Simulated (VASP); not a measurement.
# SiBN2 (P6/mmm) in VASP: further runs, part 2 of 2

VASP 6.6.1.

### Step 3. Single point, PBE

This run uses another cell than the first one, of 10.25 Å³/atom.

INCAR

```
  PREC = Accurate
  ENCUT = 600
  EDIFF = 1E-6
  ISMEAR = 0
  SIGMA = 0.2
  LREAL = False
  LASPH = True
  NELM = 120
  ALGO = Normal
  ISIF = 2
  LWAVE = False
  LCHARG = False
  GGA = PE
  NBANDS = 16
  GGA_COMPAT = False
```

KPOINTS

```
Automatic mesh
0
Gamma
  7 7 5
```

POSCAR

```
SiBN2
1.0
    3.4211265676     -0.0000000029      0.0000000000
   -1.7105632813      2.9627825186      0.0000000000
    0.0000000000      0.0000000000      4.0467317627
Si B N
1 1 2
Direct
    0.0000000000      0.0000000000      0.5000000000
    0.0000000000      0.0000000000      0.0000000000
    0.3333333333      0.6666666667      0.0000000000
    0.6666666667      0.3333333333      0.0000000000
```

Potentials or basis: VASP PAW PBE potentials, release 64 (Si, B, N).

Command:

```console
cat potpaw_PBE.64/Si/POTCAR potpaw_PBE.64/B/POTCAR potpaw_PBE.64/N/POTCAR > POTCAR
mpirun -np 1 vasp_std > vasp.out
```

OUTCAR:

```text
PREC = Accurate
   ENCUT = 600
   EDIFF = 1E-6
   ISMEAR = 0
   LREAL = False
   LASPH = True
   NELM = 120
   ISIF = 2
   GGA = PE

 ion  position               nearest neighbor table
   1  0.000  0.000  0.500-   2 2.02   2 2.02
   2  0.000  0.000  0.000-   3 1.98   4 1.98   4 1.98   3 1.98   4 1.98   3 1.98   1 2.02   1 2.02

   3  0.333  0.667  0.000-   2 1.98   2 1.98   2 1.98
   4  0.667  0.333  0.000-   2 1.98   2 1.98   2 1.98

  LATTYP: Found a hexagonal cell.
 ALAT       =     3.4211265676
 C/A-ratio  =     1.1828652588

  Lattice vectors:

 A1 = (   3.4211265676,  -0.0000000029,   0.0000000000)
 A2 = (  -1.7105632813,   2.9627825186,   0.0000000000)
 A3 = (   0.0000000000,   0.0000000000,   4.0467317627)

Analysis of symmetry for initial positions (statically):
=====================================================================
 Subroutine PRICEL returns:
 Original cell was already a primitive cell.

 Routine SETGRP: Setting up the symmetry group for a
 hexagonal supercell.

[... 171 lines left out ...]

 val. band max:        6.3712067824   @ k =   0.1429   0.0000   0.2000
 cond. band min:       6.5155554880   @ k =   0.1429   0.1429   0.0000
 fundamental gap:      0.1443487056
 Fermi energy:         6.4522193727

 k-point     1 :       0.0000    0.0000    0.0000
  band No.  band energies     occupation
      1     -12.3455      2.00000
      2      -3.0589      2.00000
      3      -1.1834      2.00000
      4      -0.8489      2.00000
      5       1.3390      2.00000
      6       1.3390      2.00000
[... 433 lines left out ...]
      3      -4.1843      2.00000
      4      -1.1216      2.00000
      5       1.9371      2.00000
      6       2.8685      2.00000
[... 8 lines left out ...]
     15      14.5164      0.00000
     16      17.2445      0.00000

------------------------ aborting loop because EDIFF is reached ----------------------------------------

  FORCE on cell =-STRESS in cart. coord.  units (eV):
  Direction    XX          YY          ZZ          XY          YZ          ZX
  --------------------------------------------------------------------------------------
  -------------------------------------------------------------------------------------
  Total       -0.1091610     -0.1091610      0.0772752      0.0000000      0.0000000      0.0000000
  in kB       -4.2638793     -4.2638793      3.0184041      0.0000000      0.0000000      0.0000000
  external PRESSURE =      -1.8364515 kB  Pullay stress =       0.0000000 kB

 VOLUME and BASIS-vectors are now :
 -----------------------------------------------------------------------------
  energy-cutoff  :      600.00
  volume of cell :       41.02
      direct lattice vectors                 reciprocal lattice vectors
     3.421126568 -0.000000003  0.000000000     0.292301375  0.168760277  0.000000000
    -1.710563281  2.962782519  0.000000000     0.000000000  0.337520555  0.000000000
     0.000000000  0.000000000  4.046731763     0.000000000  0.000000000  0.247112994

 POSITION                                       TOTAL-FORCE (eV/Angst)
 -----------------------------------------------------------------------------------
      0.00000      0.00000      2.02337        -0.000000      0.000000      0.000000
      0.00000      0.00000      0.00000         0.000000      0.000000      0.000000
      0.00000      1.97519      0.00000        -0.000000      0.000000      0.000000
      1.71056      0.98759      0.00000        -0.000000     -0.000000     -0.000000
 -----------------------------------------------------------------------------------
    total drift:                                0.000000     -0.000000     -0.000000

  FREE ENERGIE OF THE ION-ELECTRON SYSTEM (eV)
  ---------------------------------------------------
  free  energy   TOTEN  =       -19.3640541642 eV

  energy  without entropy=      -19.3214724485  energy(sigma->0) =      -19.34276331
```

stdout:

```text
POSCAR found type information on POSCAR SiB N
 POSCAR found :  3 types and       4 ions
 scaLAPACK will be used
 LDA part: xc-table for (Slater+PW92), standard interpolation
 POSCAR, INCAR and KPOINTS ok, starting setup
 FFT: planning ... GRIDC
 FFT: planning ... GRID_SOFT
 FFT: planning ... GRID
 WAVECAR not read
 entering main loop
```

Wall time 20 s (1 thread of Intel Xeon 8259CL, shared host); peak memory 0.17 GiB.

Results:

```yaml
Free_energy: -19.3641 eV
Pressure: -0.2 GPa
Band_gap_on_the_k_mesh: zero (an odd number of electrons rules out a gap without spin polarisation)
```

Stress tensor (GPa, compression positive):
```
-0.43  0.00  0.00
 0.00 -0.43  0.00
 0.00  0.00  0.30
```

### Step 4. Single point, PBE

This run uses another cell than the first one, of 10.32 Å³/atom.

INCAR

```
PREC = Accurate
ENCUT = 600
EDIFF = 1E-6
ISMEAR = 0
SIGMA = 0.2
LREAL = False
LASPH = True
NELM = 120
ALGO = Normal
ISIF = 2
LWAVE = False
LCHARG = False
GGA = PE
NBANDS = 16
GGA_COMPAT = False
```

KPOINTS

```
Automatic mesh
0
Gamma
  6 6 6
```

POSCAR

```
SiBN2
1.0
    3.4724395762      0.0000000000      0.0000000000
   -1.7362197881      3.0072208861      0.0000000000
    0.0000000000      0.0000000000      3.9549383069
Si B N
1 1 2
Direct
    0.0000000000      0.0000000000      0.0000000000
    0.0000000000      0.0000000000      0.5000000000
    0.3333333333      0.6666666667      0.5000000000
    0.6666666667      0.3333333333      0.5000000000
```

Command:

```console
cat potpaw_PBE.64/Si/POTCAR potpaw_PBE.64/B/POTCAR potpaw_PBE.64/N/POTCAR > POTCAR
mpirun -np 1 vasp_std > vasp.out
```

It took 23 s on 1 thread of Intel Xeon 8259CL, shared host; peak memory 0.17 GiB.

It converged, with:

```yaml
Free_energy: -19.4433 eV
Pressure: -0.1 GPa
Band_gap_on_the_k_mesh: zero (an odd number of electrons rules out a gap without spin polarisation)
```

Stress tensor (GPa, compression positive):
```
-0.14  0.00  0.00
 0.00 -0.14  0.00
 0.00  0.00  0.10
```

Levels at points of the mesh, in eV from the Fermi level:
```
           k point  band 5  band 6  band 7  band 8  band 9  band 10  band 11  band 12  band 13  band 14
(0.00, 0.00, 0.00)   -4.85   -4.85   -3.46   -3.46   -0.14     0.78     0.79     5.17     5.17    10.10
(0.50, 0.00, 0.00)   -4.41   -3.17   -2.49   -1.20   -0.23     1.31     2.48     3.15     3.62     7.41
(0.00, 0.00, 0.50)   -4.76   -3.28   -3.15   -3.15   -0.70     0.48     2.75     3.60     3.60     8.63
(0.50, 0.00, 0.50)   -7.37   -5.47   -1.11    1.15    1.32     1.84     2.52     2.74     4.77     6.57
```

### Step 5. Single point, PBE

This run uses another cell than the first one, of 14.42 Å³/atom.

INCAR

```
SYSTEM = SiBN2
  PREC = Accurate
  ENCUT = 600
  EDIFF = 1E-6
  ISMEAR = 0
  SIGMA = 0.2
  LREAL = .FALSE.
  LASPH = .TRUE.
  NELM = 120
  ALGO = Normal
  ISIF = 2
  LWAVE = .FALSE.
  LCHARG = .FALSE.
  GGA = PE
  NBANDS = 16
  GGA_COMPAT = .FALSE.
```

KPOINTS

```
Automatic mesh
0
G
  7 7 4
  0 0 0
```

POSCAR

```
SiBN2
1.0
    3.3745191211     -0.0000000031      0.0000000000
   -1.6872595579      2.9224192860      0.0000000000
    0.0000000000      0.0000000000      5.8473717991
Si B N
1 1 2
Direct
    0.0000000000      0.0000000000      0.5000000000
    0.0000000000      0.0000000000      0.0000000000
    0.0000000000      0.0000000000      0.7752728488
    0.0000000000      0.0000000000      0.2247271512
```

Command:

```console
cat potpaw_PBE.64/Si/POTCAR potpaw_PBE.64/B/POTCAR potpaw_PBE.64/N/POTCAR > POTCAR
mpirun -np 1 vasp_std > vasp.out
```

Run time: 33 s. Hardware: 1 thread of Intel Xeon 8259CL, shared host; peak memory 0.19 GiB.

Results (log left out):

```yaml
Free_energy: -27.9703 eV
Pressure: 0.2 GPa
Largest_force: 0.033 eV/Å
Band_gap_on_the_k_mesh: zero (an odd number of electrons rules out a gap without spin polarisation)
```

Forces in eV/Å, atoms in the order of the input:
```
Si   0.000  0.000  0.000
B    0.000  0.000  0.000
N    0.000  0.000  0.033
N    0.000  0.000 -0.033
```

Stress tensor (GPa, compression positive):
```
 0.30  0.00  0.00
 0.00  0.30  0.00
 0.00  0.00 -0.01
```

Levels at points of the mesh, in eV from the Fermi level:
```csv
k point,band 5,band 6,band 7,band 8,band 9,band 10,band 11,band 12,band 13,band 14
"(0.00, 0.00, 0.00)",-3.18,-3.18,-1.59,-1.26,-1.26,4.51,4.51,5.17,7.92,9.74
"(0.00, 0.00, 0.50)",-2.90,-2.90,-1.82,-1.82,-1.08,4.26,6.82,6.82,7.15,7.15
```

### Step 6. Single point, PBE

This run uses another cell than the first one, of 14.58 Å³/atom.

INCAR

```
PREC     = Accurate       # precision mode
ENCUT    = 600            # plane-wave cutoff, eV
EDIFF    = 1E-6           # SCF threshold, eV
ISMEAR   = 0              # smearing method
SIGMA    = 0.2            # smearing width, eV
LREAL    = F              # projectors in reciprocal space
LASPH    = T              # aspherical terms in the spheres
NELM     = 120            # most SCF steps
ALGO     = Normal         # electronic algorithm
ISIF     = 2              # what is computed and relaxed
LWAVE    = F              # write WAVECAR
LCHARG   = F              # write CHGCAR
GGA      = PE             # functional
NBANDS   = 16             # bands
GGA_COMPAT= F
```

KPOINTS

```
regular mesh
0
Gamma
  7 7 4
```

POSCAR

```
SiBN2
1.0
    3.3933841189      0.0000000000      0.0000000000
   -1.6966920595      2.9387568518      0.0000000000
    0.0000000000      0.0000000000      5.8496520068
Si B N
1 1 2
Direct
    0.0000000000      0.0000000000      0.0000000000
    0.0000000000      0.0000000000      0.5000000000
    0.0000000000      0.0000000000      0.2752396721
    0.0000000000      0.0000000000      0.7247603279
```

Potentials or basis: VASP PAW PBE potentials, release 64 (Si, B, N).

Command:

```console
cat potpaw_PBE.64/Si/POTCAR potpaw_PBE.64/B/POTCAR potpaw_PBE.64/N/POTCAR > POTCAR
mpirun -np 1 vasp_std > vasp.out
```

Wall time 32 s (1 thread of Intel Xeon 8259CL, shared host); peak memory 0.19 GiB.

The run converged. Its results:

```
Free energy            : -27.9715 eV
Pressure               : -0.1 GPa
Largest force          : 0.047 eV/Å
Band gap on the k mesh : zero (an odd number of electrons rules out a gap without spin polarisation)
```

Forces on the atoms (eV/Å):
```
Si   0.000  0.000  0.000
B    0.000  0.000  0.000
N    0.000  0.000  0.047
N    0.000  0.000 -0.047
```

Stress tensor (GPa, compression positive):
```
 0.00  0.00  0.00
 0.00  0.00  0.00
 0.00  0.00 -0.42
```

Levels at points of the mesh, in eV from the Fermi level:
```tsv
k point	band 7	band 8	band 9	band 10	band 11	band 12
(0.00, 0.00, 0.00)	-1.58	-1.31	-1.31	4.41	4.41	5.13
(0.00, 0.00, 0.50)	-1.88	-1.88	-1.08	4.21	6.72	6.72
```

### Step 7. The runs side by side

| cell | k mesh | gap on the mesh (eV) | pressure (GPa) | largest force (eV/Å) |
| --- | --- | --- | --- | --- |
| a = 3.587, b = 3.587, c = 3.973 Å, angles 90.0, 90.0, 120.0°, 4 atoms, atomic positions A | 6 × 6 × 5 | none | -0.6 | - |
| a = 3.421, b = 3.421, c = 4.047 Å, angles 90.0, 90.0, 120.0°, 4 atoms, atomic positions B | 7 × 7 × 5 | none | -0.2 | - |
| a = 3.472, b = 3.472, c = 3.955 Å, angles 90.0, 90.0, 120.0°, 4 atoms, atomic positions B | 6 × 6 × 6 | none | -0.1 | - |
| a = 3.375, b = 3.375, c = 5.847 Å, angles 90.0, 90.0, 120.0°, 4 atoms, atomic positions C | 7 × 7 × 4 | none | 0.2 | 0.03 |
| a = 3.393, b = 3.393, c = 5.850 Å, angles 90.0, 90.0, 120.0°, 4 atoms, atomic positions C | 7 × 7 × 4 | none | -0.1 | 0.05 |

Alike in all rows: task single point; level PBE; potentials or basis VASP PAW PBE potentials, release 64 (Si, B, N); no spin polarisation; cutoff (eV) 600; smearing gaussian 0.2 eV.

Absolute energies hang on the potentials; compare differences alone.

The gap in the log of VASP goes by the Fermi energy; the results here count the filled bands.